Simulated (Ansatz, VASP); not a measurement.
This is a calculation of CrO2 for Ansatz 0.2.0.

input.yaml

```yaml
crystal:
  lattice:
    - [1.5191904746, 0.8771050295, 4.8838983138]
    - [-1.5191904746, 0.8771050295, 4.8838983138]
    - [0.0, -1.754210059, 4.8838983138]
  atoms:
    - { symbol: Cr, position: [0.5, 0.5, 0.5], spin: 3.0 }
    - { symbol: O, position: [0.230918, 0.230918, 0.230918] }
    - { symbol: O, position: [0.769082, 0.769082, 0.769082] }
hamiltonian:
  xc: pbe
  pseudopotentials: { kind: paw }
magnetization:
  spin_polarized: true
kpoints:
  mp_grid: { grid: [10, 10, 10] }
scf:
  occupations: { method: fermi_dirac, width: 0.05 }
output:
  forces: true
  stress: true
  eigenvalues: true
```

Potentials or basis: Ansatz PAW.

Run with:

```console
$ ansatz run input.yaml --threads 2 --pin off --max-ram 5120MiB --backend cpu --events-out ev --progress --plain --runs-dir out
```

Problem. Set up the same calculation for VASP 6.6.1. Potentials there: VASP PAW PBE potentials, release 64 (Cr_sv, O).

Solution. As run (the cutoff follows the program's own potentials):

Contents of INCAR:

```
  ALGO = Normal
  EDIFF = 1E-6
  ENCUT = 700
  GGA = PE
  GGA_COMPAT = F
  ISIF = 2
  ISMEAR = -1
  ISPIN = 2
  LASPH = T
  LCHARG = F
  LMAXMIX = 4
  LORBIT = 11
  LREAL = F
  LWAVE = F
  MAGMOM = 3 0 0
  NBANDS = 24
  NELM = 200
  PREC = Accurate
  SIGMA = 0.05
```

The input KPOINTS:

```
k-points
0
Gamma
  10 10 10
```

Contents of POSCAR:

```
CrO2
1.0
    1.5191904746      0.8771050295      4.8838983138
   -1.5191904746      0.8771050295      4.8838983138
    0.0000000000     -1.7542100590      4.8838983138
Cr O
1 2
Direct
    0.5000000000      0.5000000000      0.5000000000
    0.2309180000      0.2309180000      0.2309180000
    0.7690820000      0.7690820000      0.7690820000
```

Potentials or basis: VASP PAW PBE potentials, release 64 (Cr_sv, O).

Command:

```console
$ cat potpaw_PBE.64/Cr_sv/POTCAR potpaw_PBE.64/O/POTCAR > POTCAR
$ mpirun -np 1 vasp_std > vasp.out
```

Both were run:

|  | VASP | Ansatz | Ansatz less VASP |
| --- | --- | --- | --- |
| gap on the k mesh at the Fermi level (eV) | none | none | - |
| pressure (GPa) | -16.0 | -15.6 | +0.41 |
| traceless stress, the component that is largest in VASP (GPa) | 8.19 | 8.31 | +0.114 |
| rms of the force components (eV/Å) | 0.472 | 0.463 | -0.0094 |
| net moment per atom (μB) | 0.67 | 0.67 | 0.000 |
| size of the moment on the site where the two differ most (μB) | 2.04 | 1.88 | -0.160 |

Site moments also hang on the region over which each program counts them. Atom by atom the forces differ by 0.009 eV/Å (rms over components). A gap of «none» marks a metal or a gap that the smearing closes. The functional is the same, so the differences come from potentials, cutoffs and numerics.
